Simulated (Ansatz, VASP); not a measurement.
## One calculation of Sn, two programs

```
CELL_PARAMETERS angstrom
-2.04622 2.04622 2.04622
2.04622 -2.04622 2.04622
2.04622 2.04622 -2.04622
ATOMIC_POSITIONS crystal
Sn 0.00000 0.00000 0.00000
```

Change from the starting cell: strain +0.080 along x and y, +0.080 along z, atoms carried along.

Alike in both runs: task single point; functional r2SCAN; k mesh 18 × 18 × 18; occupations gaussian, width 0.15 eV; no spin polarisation.

|  | VASP | Ansatz |
| --- | --- | --- |
| version | VASP 6.6.1 | Ansatz 0.2.0 |
| potentials or method | VASP PAW PBE potentials, release 64 (Sn_d), cutoff 520 eV | scalar-relativistic, plane waves, PAW |
| valence electrons in the cell | 14 | 14 |

```csv
,VASP,Ansatz,Ansatz less VASP
gap on the k mesh at the Fermi level (eV),none,none,-
pressure (GPa),-7.2,-7.1,+0.06
```

VASP's potentials were made for PBE, not for r2SCAN. A gap of «none» marks a metal or a gap that the smearing closes.
